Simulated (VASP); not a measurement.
Here is a VASP 6.6.1 calculation.

INCAR

```
SYSTEM = Cs
  ALGO = Normal
  EDIFF = 1E-6
  ENCUT = 520
  GGA = PS
  ISIF = 2
  ISMEAR = -1
  LASPH = .TRUE.
  LCHARG = .FALSE.
  LREAL = .FALSE.
  LWAVE = .FALSE.
  NBANDS = 10
  NELM = 80
  PREC = Accurate
  SIGMA = 0.05
```

The input KPOINTS:

```
k-points
0
G
  10 10 10
  0 0 0
```

The input POSCAR:

```
Cs
1.0
    3.6167314172      0.0000000000      0.0000000000
    0.0000000000      3.6167314172      0.0000000000
    0.0000000000      0.0000000000      3.6167314172
Cs
1
Direct
    0.0000000000      0.0000000000      0.0000000000
```

Potentials or basis: VASP PAW PBE potentials, release 64 (Cs_sv).

Run with:

```bash
$ cat potpaw_PBE.64/Cs_sv/POTCAR > POTCAR
$ mpirun -np 1 vasp_std > vasp.out
```

Task: Estimate the pressure.

Result: 3.0 GPa.

Caveat: the PAW data sets were made with another functional, which shifts forces and pressure a little.
